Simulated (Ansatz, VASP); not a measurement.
## BP in VASP and in Ansatz

Contents of INCAR:

```
ALGO = Normal
EDIFF = 1E-6
ENCUT = 520
GGA = PE
ISIF = 2
ISMEAR = 0
LASPH = T
LCHARG = F
LREAL = Auto
LWAVE = F
NBANDS = 46
NELM = 80
PREC = Accurate
SIGMA = 0.01
```

The input KPOINTS:

```
k-points
0
Gamma
  3 3 3
```

Contents of POSCAR:

```
BP
1.0
    0.0000000000      4.5481927936     -4.5481927936
    4.5481927936      4.5481927936      0.0000000000
    4.5481927936      0.0000000000     -4.5481927936
B P
8 8
Direct
    0.5000000000      0.5000000000      0.0000000000
    0.5000000000      0.0000000000      0.0000000000
    1.0000000000      0.5000000000      0.0000000000
    1.0000000000      0.0000000000      0.0000000000
    0.5000000000      0.5000000000      0.5000000000
    0.5000000000      0.0000000000      0.5000000000
    1.0000000000      0.5000000000      0.5000000000
    1.0000000000      0.0000000000      0.5000000000
    0.3750000000      0.3750000000      0.3750000000
    0.3750000000      0.8750000000      0.3750000000
    0.8750000000      0.3750000000      0.3750000000
    0.8750000000      0.8750000000      0.3750000000
    0.3750000000      0.3750000000      0.8750000000
    0.3750000000      0.8750000000      0.8750000000
    0.8750000000      0.3750000000      0.8750000000
    0.8750000000      0.8750000000      0.8750000000
```

Input for Ansatz:

```yaml
crystal:
  lattice:
    - [0.0, 4.5481927936, -4.5481927936]
    - [4.5481927936, 4.5481927936, 0.0]
    - [4.5481927936, 0.0, -4.5481927936]
  atoms:
    - { symbol: B, position: [0.5, 0.5, 0.0] }
    - { symbol: B, position: [0.5, 0.0, 0.0] }
    - { symbol: B, position: [1.0, 0.5, 0.0] }
    - { symbol: B, position: [1.0, 0.0, 0.0] }
    - { symbol: B, position: [0.5, 0.5, 0.5] }
    - { symbol: B, position: [0.5, 0.0, 0.5] }
    - { symbol: B, position: [1.0, 0.5, 0.5] }
    - { symbol: B, position: [1.0, 0.0, 0.5] }
    - { symbol: P, position: [0.375, 0.375, 0.375] }
    - { symbol: P, position: [0.375, 0.875, 0.375] }
    - { symbol: P, position: [0.875, 0.375, 0.375] }
    - { symbol: P, position: [0.875, 0.875, 0.375] }
    - { symbol: P, position: [0.375, 0.375, 0.875] }
    - { symbol: P, position: [0.375, 0.875, 0.875] }
    - { symbol: P, position: [0.875, 0.375, 0.875] }
    - { symbol: P, position: [0.875, 0.875, 0.875] }
basis:
  ecutwfc: 420
  xc_grid: 2
kpoints:
  mp_grid: { grid: [3, 3, 3], shift: [0.0, 0.0, 0.0] }
hamiltonian:
  xc: pbe
scf:
  occupations: { method: gaussian, width: 0.01 }
output:
  forces: true
  stress: true
  eigenvalues: true
```

Alike in both runs: task single point; functional PBE; k mesh 3 × 3 × 3; occupations gaussian, width 0.01 eV; no spin polarisation.

|  | VASP | Ansatz |
| --- | --- | --- |
| version | VASP 6.6.1 | Ansatz 0.2.0 |
| potentials or method | VASP PAW PBE potentials, release 64 (B, P), cutoff 520 eV | scalar-relativistic, plane waves, PAW |
| valence electrons in the cell | 64 | 64 |

Ansatz gave:

| Property | Result |
| --- | --- |
| gap on the k mesh at the Fermi level (eV) | 1.35 |
| least direct gap on the mesh (eV) | 1.35 |
| pressure (GPa) | 0.2 |

**Question.** Estimate VASP's values.

**Answer.** gap on the k mesh at the Fermi level (eV): 1.34; least direct gap on the mesh (eV): 1.34; pressure (GPa): -0.1.

The functional is the same, so the differences come from potentials, cutoffs and numerics.
